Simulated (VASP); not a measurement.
# Ta2H5 (I-4m2) in VASP: notebook

The runs below take Ta2H5 through single point, relaxation of cell and atoms, with PBE.

Everything below comes from runs of VASP 6.6.1. Logs are shortened: lines on timing, memory, paths and dates and some standing lists are left out, and cuts for length are marked.

## (1) The cell of the first run

The structure is tetragonal, space group I-4m2 (No. 119). The conventional cell has a = 4.795 Å, b = 4.795 Å, c = 6.292 Å, α = 90.00°, β = 90.00°, γ = 90.00°. Within 2.3 Å of Ta (site symmetry 2mm) lie 4 H at 1.76 Å. H (site symmetry 2) has 1 H at 1.23 Å within 1.6 Å. H (site symmetry -4m2) has 4 H at 1.23 Å within 1.6 Å.

## (2) Single point, PBE

INCAR

```
ALGO = Normal ; EDIFF = 1E-6
ENCUT = 520 ; GGA = PE
ISIF = 2 ; ISMEAR = 0
LASPH = T ; LCHARG = F
LREAL = F ; LWAVE = F
NBANDS = 22 ; NELM = 60
PREC = Accurate ; SIGMA = 0.1
```

KPOINTS

```
k-points
0
Gamma
  6 6 6
```

POSCAR

```
Ta2H5
1.0
   -2.3973568100      2.3973568100      3.1462077700
    2.3973568100     -2.3973568100      3.1462077700
    2.3973568100      2.3973568100     -3.1462077700
Ta H
2 5
Direct
    0.9980131800      0.4980131800      0.5000000000
    0.5019868200      0.0019868200      0.5000000000
    0.1809897600      0.1809897600      0.3619795200
    0.8190102400      0.8190102400      0.6380204800
    0.8190102400      0.1809897600      0.0000000000
    0.1809897600      0.8190102400      0.0000000000
    0.0000000000      0.0000000000      0.0000000000
```

Potentials or basis: VASP PAW PBE potentials, release 64 (Ta_pv, H).

Started as:

```sh
$ cat potpaw_PBE.64/Ta_pv/POTCAR potpaw_PBE.64/H/POTCAR > POTCAR
$ mpirun -np 1 vasp_std > vasp.out
```

OUTCAR:

```text
EDIFF = 1E-6
   ENCUT = 520
   GGA = PE
   ISIF = 2
   ISMEAR = 0
   LASPH = T
   LREAL = F
   NELM = 60
   PREC = Accurate

 ion  position               nearest neighbor table
   1  0.998  0.498  0.500-   6 1.76   5 1.76   4 1.76   3 1.76   2 3.12   2 3.17   2 3.39   2 3.39
                             2 3.39   2 3.39
   2  0.502  0.002  0.500-   5 1.76   6 1.76   3 1.76   4 1.76   1 3.12   1 3.17   1 3.39   1 3.39
                             1 3.39   1 3.39
   3  0.181  0.181  0.362-   2 1.76   1 1.76
   4  0.819  0.819  0.638-   1 1.76   2 1.76
   5  0.819  0.181  0.000-   1 1.76   2 1.76
   6  0.181  0.819  0.000-   2 1.76   1 1.76
   7  0.000  0.000  0.000-

  LATTYP: Found a body centered tetragonal cell.
 ALAT       =     4.7947136200
 C/A-ratio  =     1.3123652503

  Lattice vectors:

 A1 = (  -2.3973568100,   2.3973568100,   3.1462077700)
 A2 = (   2.3973568100,  -2.3973568100,   3.1462077700)
 A3 = (   2.3973568100,   2.3973568100,  -3.1462077700)

Analysis of symmetry for initial positions (statically):
=====================================================================
 Subroutine PRICEL returns:
 Original cell was already a primitive cell.

 Routine SETGRP: Setting up the symmetry group for a
 body centered tetragonal supercell.

 Subroutine GETGRP returns: Found  8 space group operations
 (whereof  8 operations were pure point group operations)
 out of a pool of 16 trial point group operations.

The static configuration has the point symmetry D_2d.

Analysis of symmetry for dynamics (positions and initial velocities):
=====================================================================
 Subroutine PRICEL returns:
 Original cell was already a primitive cell.

 Routine SETGRP: Setting up the symmetry group for a
 body centered tetragonal supercell.

 Subroutine GETGRP returns: Found  8 space group operations
 (whereof  8 operations were pure point group operations)
 out of a pool of 16 trial point group operations.

The dynamic configuration has the point symmetry D_2d.

 Subroutine INISYM returns: Found  8 space group operations
 (whereof  8 operations are pure point group operations),
 and found     1 'primitive' translations

----------------------------------------------------------------------------------------

                                     Primitive cell

  volume of cell :      72.3290

  direct lattice vectors                    reciprocal lattice vectors
    -2.397356810  2.397356810  3.146207770     0.000000000  0.208563030  0.158921482
[... 98 lines left out ...]
   EDIFFG = 0.1E-04   stopping-criterion for IOM
   NSW    =      0    number of steps for IOM
   IBRION =     -1    ionic relax: 0-MD 1-quasi-New 2-CG
   NFREE  =      0    steps in history (QN), initial steepest desc. (CG)
   ISIF   =      2    stress and relaxation
   ISYM   =      2    0-nonsym 1-usesym 2-fastsym
   POTIM  = 0.5000    time-step for ionic-motion
   TEBEG  =    0.0;   TEEND  =   0.0 temperature during run
   PSTRESS=    0.0 pullay stress
   NELECT =      27.0000    total number of electrons
   NUPDOWN=      -1.0000    fix difference up-down
   EMIN   =  10.00;   EMAX   =-10.00  energy-range for DOS
   EFERMI =   0.00;   METHOD = LEGACY
   ISMEAR =     0;   SIGMA  =   0.10  broadening in eV -4-tet -1-fermi 0-gaus
   EFERMI_NEDOS =   21; number of points for ismear=-14 and -15
   IALGO  =     38    algorithm
   IMIX   =      4    mixing-type and parameters
     AMIX     =   0.40;   BMIX     =  1.00
     AMIX_MAG =   1.60;   BMIX_MAG =  1.00
  volume/ion in A,a.u.               =      10.33        69.73
  Fermi-wavevector in a.u.,A,eV,Ry     =   1.178759  2.227532 18.904938  1.389474
  Thomas-Fermi vector in A             =   2.315083
   LORBIT       =      0    0 simple, 1 ext, 2 COOP (PROOUT), +10 PAW based schemes
   GGA     = PE    functional components
   LHFCALC =     F    Hartree Fock is set to
   AEXX    =    0.0000 exact exchange contribution
   IVDW    =     0    specifies the selected vdW correction
   LEPSILON=     F    determine dielectric tensor
   LRPA    =     F    only Hartree local field effects (RPA)
 non-spin polarized calculation
 Gauss-broadening in eV      SIGMA  =   0.10
  energy-cutoff  :      520.00
  volume of cell :       72.33
 maximum number of plane-waves:      1964
 NGX is ok and might be reduce to    36
   NGX = 17   NGY = 17   NGZ = 17

 number of electron      27.0000000 magnetization

 Free energy of the ion-electron system (eV)
  ---------------------------------------------------
  ext. energy  EPLUGINS =         0.00000000
  ---------------------------------------------------
  free energy    TOTEN  =       -34.42212478 eV

  energy without entropy =      -34.41386345  energy(sigma->0) =      -34.41799412

 E-fermi :   2.4390     XC(G=0): -10.0980

 val. band max:        2.4247086666   @ k =   0.3333   0.3333   0.1667
 cond. band min:       2.4746037137   @ k =   0.5000   0.5000  -0.0000
 fundamental gap:      0.0498950472
 Fermi energy:         2.4390337983

 k-point     1 :       0.0000    0.0000    0.0000
  band No.  band energies     occupation
      1     -32.7994      2.00000
      2     -32.7994      2.00000
      3     -32.5675      2.00000
      4     -32.5675      2.00000
      5     -32.5346      2.00000
      6     -32.2659      2.00000
[... 589 lines left out ...]
     21       7.4808      0.00000
     22       8.4090      0.00000

 [... further k-points ...]
[... 5 lines left out ...]
  --------------------------------------------------------------------------------------
  -------------------------------------------------------------------------------------
  Total        4.6000248      4.6000248     -8.0198110      0.0000000      0.0000000      0.0000000
  in kB      101.8962045    101.8962045   -177.6486736      0.0000000      0.0000000      0.0000000
  external PRESSURE =       8.7145785 kB  Pullay stress =       0.0000000 kB

 VOLUME and BASIS-vectors are now :
 -----------------------------------------------------------------------------
  energy-cutoff  :      520.00
  volume of cell :       72.33
      direct lattice vectors                 reciprocal lattice vectors
    -2.397356810  2.397356810  3.146207770     0.000000000  0.208563030  0.158921482
     2.397356810 -2.397356810  3.146207770     0.208563030  0.000000000  0.158921482
     2.397356810  2.397356810 -3.146207770     0.208563030  0.208563030  0.000000000

 POSITION                                       TOTAL-FORCE (eV/Angst)
 -----------------------------------------------------------------------------------
      0.00000      2.39736      3.13371         0.000000     -0.000000     -0.143410
      0.00000      2.39736      0.01250         0.000000     -0.000000      0.143410
      0.86779      0.86779      0.00000         0.035650      0.035650     -0.000000
      1.52956      1.52956      3.14621        -0.035650     -0.035650     -0.000000
     -1.52956      1.52956      3.14621         0.035650     -0.035650     -0.000000
      1.52956     -1.52956      3.14621        -0.035650      0.035650     -0.000000
      0.00000      0.00000      0.00000         0.000000     -0.000000     -0.000000
 -----------------------------------------------------------------------------------
    total drift:                                0.000000     -0.000000      0.000000

  FREE ENERGIE OF THE ION-ELECTRON SYSTEM (eV)
  ---------------------------------------------------
  free  energy   TOTEN  =       -34.4221247819 eV

  energy  without entropy=      -34.4138634484  energy(sigma->0) =      -34.41799412
```

Wall time 33 s (1 thread of Intel Xeon Platinum 8488C (Sapphire Rapids), shared host); peak memory 0.22 GiB.

Results:

```
Free energy   : -34.4221 eV
Pressure      : 0.9 GPa
Largest force : 0.143 eV/Å
```

Forces in eV/Å, atoms in the order of the input:
```
Ta   0.000  0.000 -0.143
Ta   0.000  0.000  0.143
H    0.036  0.036  0.000
H   -0.036 -0.036  0.000
H    0.036 -0.036  0.000
H   -0.036  0.036  0.000
H    0.000  0.000  0.000
```

Stress tensor (GPa, compression positive):
```
 10.19   0.00   0.00
  0.00  10.19   0.00
  0.00   0.00 -17.76
```

Levels at points of the mesh, in eV from the Fermi level:
```
           k point  band 12  band 13  band 14  band 15  band 16  band 17
(0.00, 0.00, 0.00)    -1.65    -1.60    -1.60     1.45     2.85     2.85
(0.50, 0.00, 0.00)    -1.26    -0.10     0.25     0.33     0.69     0.76
(0.50, 0.50, 0.00)    -2.08     0.04     0.33     1.00     1.31     2.26
(0.50, 0.50, 0.50)    -1.78    -0.80     0.64     0.64     1.64     1.64
```

Caveat: spin-orbit coupling is left out, which moves the levels of the heavy elements.

## (3) Single point, PBE

This run uses another cell than the first one, of 9.70 Å³/atom, 0.938 times its volume.

INCAR

```
SYSTEM = Ta2H5
ALGO = Normal
EDIFF = 1E-6
ENCUT = 520
GGA = PE
ISIF = 2
ISMEAR = 0
LASPH = .TRUE.
LCHARG = .FALSE.
LREAL = .FALSE.
LWAVE = .FALSE.
NBANDS = 22
NELM = 60
PREC = Accurate
SIGMA = 0.1
```

KPOINTS

```
k-points
0
G
  10 10 10
  0 0 0
```

POSCAR

```
Ta2H5
1.0
   -2.5218275962      2.5218275962      2.6680957248
    2.5218275962     -2.5218275962      2.6680957248
    2.5218275962      2.5218275962     -2.6680957248
Ta H
2 5
Direct
    0.9999306674      0.4999306674      0.5000000000
    0.5000693326      0.0000693326      0.5000000000
    0.1893534283      0.1893534283      0.3787068566
    0.8106465717      0.8106465717      0.6212931434
    0.8106465717      0.1893534283      0.0000000000
    0.1893534283      0.8106465717      0.0000000000
    0.0000000000      0.0000000000      0.0000000000
```

Potentials or basis: VASP PAW PBE potentials, release 64 (Ta_pv, H).

Started as:

```sh
$ cat potpaw_PBE.64/Ta_pv/POTCAR potpaw_PBE.64/H/POTCAR > POTCAR
$ mpirun -np 1 vasp_std > vasp.out
```

It took 98 s on 1 thread of Intel Xeon Platinum 8488C (Sapphire Rapids), shared host; peak memory 0.29 GiB.

Results (log left out):

```
Free energy : -35.2624 eV
Pressure    : 0.0 GPa
```

Levels at points of the mesh, in eV from the Fermi level:
```tsv
k point	band 11	band 12	band 13	band 14	band 15	band 16	band 17	band 18
(0.00, 0.00, 0.00)	-2.70	-2.38	-2.38	-1.57	1.26	2.82	3.21	4.02
(0.50, 0.00, 0.00)	-1.39	-0.87	0.35	0.35	0.40	0.73	0.95	0.98
(0.50, 0.50, 0.00)	-2.92	-2.20	-0.38	0.03	0.88	2.31	3.18	3.19
(0.50, 0.50, 0.50)	-3.16	-2.51	-0.62	-0.62	0.26	1.76	2.13	3.20
```

Caveat: spin-orbit coupling is left out, which moves the levels of the heavy elements.

## (4) Relaxation of cell and atoms, PBE

INCAR

```
ALGO = Normal ; EDIFF = 1E-6
EDIFFG = -0.04 ; ENCUT = 600
GGA = PE ; IBRION = 2
ISIF = 3 ; ISMEAR = 0
LASPH = True ; LCHARG = False
LREAL = False ; LWAVE = False
NELM = 80 ; NSW = 90
PREC = Accurate ; SIGMA = 0.1
```

KPOINTS

```
k-points
0
Gamma
  6 6 6
```

POSCAR

```
Ta2H5
1.0
   -2.3973568100      2.3973568100      3.1462077700
    2.3973568100     -2.3973568100      3.1462077700
    2.3973568100      2.3973568100     -3.1462077700
Ta H
2 5
Direct
    0.9980131800      0.4980131800      0.5000000000
    0.5019868200      0.0019868200      0.5000000000
    0.1809897600      0.1809897600      0.3619795200
    0.8190102400      0.8190102400      0.6380204800
    0.8190102400      0.1809897600      0.0000000000
    0.1809897600      0.8190102400      0.0000000000
    0.0000000000      0.0000000000      0.0000000000
```

Started as:

```sh
$ cat potpaw_PBE.64/Ta_pv/POTCAR potpaw_PBE.64/H/POTCAR > POTCAR
$ mpirun -np 1 vasp_std > vasp.out
```

It took 5.5 min on 1 thread of Intel Xeon Platinum 8488C (Sapphire Rapids), shared host; peak memory 0.26 GiB.

The run converged. Its results:

```yaml
Free_energy: -35.2504 eV
Relaxed_volume: 9.72 Å³/atom
Relaxed_cell: a = 4.458 Å, b = 4.458 Å, c = 4.458 Å, α = 111.14°, β = 111.14°, γ = 106.18°
Space_group_after_relaxing_to_0.05_Å: I4/mmm (No. 139)
Energy_gained_by_relaxing: 117.8 meV/atom
Ionic_steps: 13
Pressure_after_relaxing: -0.5 GPa
Largest_force_after_relaxing: 0.028 eV/Å
```

Forces on the atoms (eV/Å):
```
Ta   0.000  0.000  0.011
Ta   0.000  0.000 -0.011
H    0.020  0.020  0.000
H   -0.020 -0.020  0.000
H    0.020 -0.020  0.000
H   -0.020  0.020  0.000
H    0.000  0.000  0.000
```

Stress tensor (GPa, compression positive):
```
-0.36  0.00  0.00
 0.00 -0.36  0.00
 0.00  0.00 -0.64
```

The path:
| step | energy change (eV) | largest force (eV/Å) | pressure (GPa) | volume (Å³) |
| --- | --- | --- | --- | --- |
| 1 | 0.0000 | 0.1435 | 0.97 | 72.33 |
| 2 | -0.5048 | 0.1524 | -3.82 | 72.80 |
| 3 | -0.6118 | 0.1949 | -5.33 | 72.89 |
| 4 | -0.6765 | 0.2302 | -6.89 | 72.76 |
| 5 | -0.6765 | 0.2150 | -6.41 | 72.89 |
| 6 | -0.6917 | 0.2256 | -6.81 | 72.82 |
| 7 | -0.6905 | 0.2204 | -6.67 | 72.86 |
| 8 | -0.8084 | 0.1485 | -0.16 | 67.53 |
| 9 | -0.8096 | 0.1221 | -0.79 | 67.97 |
| 10 | -0.8206 | 0.0686 | 0.03 | 67.55 |
| 11 | -0.8211 | 0.0592 | 0.26 | 67.45 |
| 12 | -0.8226 | 0.0496 | 0.06 | 67.60 |
| 13 | -0.8243 | 0.0278 | -0.45 | 68.01 |

Final structure:
```cif
data_structure
_symmetry_space_group_name_H-M 'P 1'
_symmetry_Int_Tables_number 1
_cell_length_a 4.4575
_cell_length_b 4.4575
_cell_length_c 4.4575
_cell_angle_alpha 111.143
_cell_angle_beta 111.143
_cell_angle_gamma 106.177
_cell_volume 68.01
loop_
_atom_site_label
_atom_site_type_symbol
_atom_site_fract_x
_atom_site_fract_y
_atom_site_fract_z
_atom_site_occupancy
Ta1 Ta 0.99878 0.49878 0.50000 1
Ta2 Ta 0.50122 0.00122 0.50000 1
H1 H 0.18668 0.18668 0.37337 1
H2 H 0.81332 0.81332 0.62663 1
H3 H 0.81332 0.18668 0.00000 1
H4 H 0.18668 0.81332 0.00000 1
H5 H 0.00000 0.00000 0.00000 1
```

Levels at points of the mesh, in eV from the Fermi level:
| k point | band 11 | band 12 | band 13 | band 14 | band 15 | band 16 | band 17 |
| --- | --- | --- | --- | --- | --- | --- | --- |
| (0.00, 0.00, 0.00) | -2.76 | -2.39 | -2.39 | -1.60 | 1.22 | 2.81 | 3.18 |
| (0.50, 0.00, 0.00) | -1.46 | -0.92 | 0.29 | 0.35 | 0.36 | 0.70 | 0.88 |
| (0.50, 0.50, 0.00) | -2.95 | -2.15 | -0.39 | 0.01 | 0.82 | 2.30 | 3.59 |
| (0.50, 0.50, 0.50) | -3.20 | -2.49 | -0.63 | -0.63 | 0.19 | 1.70 | 2.13 |

Caveat: spin-orbit coupling is left out, which moves the levels of the heavy elements.

## (5) Overview

| task | cell | k mesh | cutoff (eV) | gap on the mesh (eV) | pressure (GPa) | largest force (eV/Å) |
| --- | --- | --- | --- | --- | --- | --- |
| single point | a = 4.625 Å, angles 117.6, 117.6, 94.3°, 7 atoms | 6 × 6 × 6 | 520 | none | 0.9 | 0.14 |
| single point | a = 4.454 Å, angles 111.0, 111.0, 106.4°, 7 atoms | 10 × 10 × 10 | 520 | none | 0.0 | - |
| relaxation of cell and atoms | relaxed from a = 4.625 Å, angles 117.6, 117.6, 94.3°, 7 atoms | 6 × 6 × 6 | 600 | none | -0.5 | 0.03 |

Alike in all rows: level PBE; potentials or basis VASP PAW PBE potentials, release 64 (Ta_pv, H); no spin polarisation; smearing gaussian 0.1 eV.

Caveats: spin-orbit coupling is left out, which moves the levels of the heavy elements.

Total energies depend on the potentials used, so only differences within one code and one set of settings carry meaning.
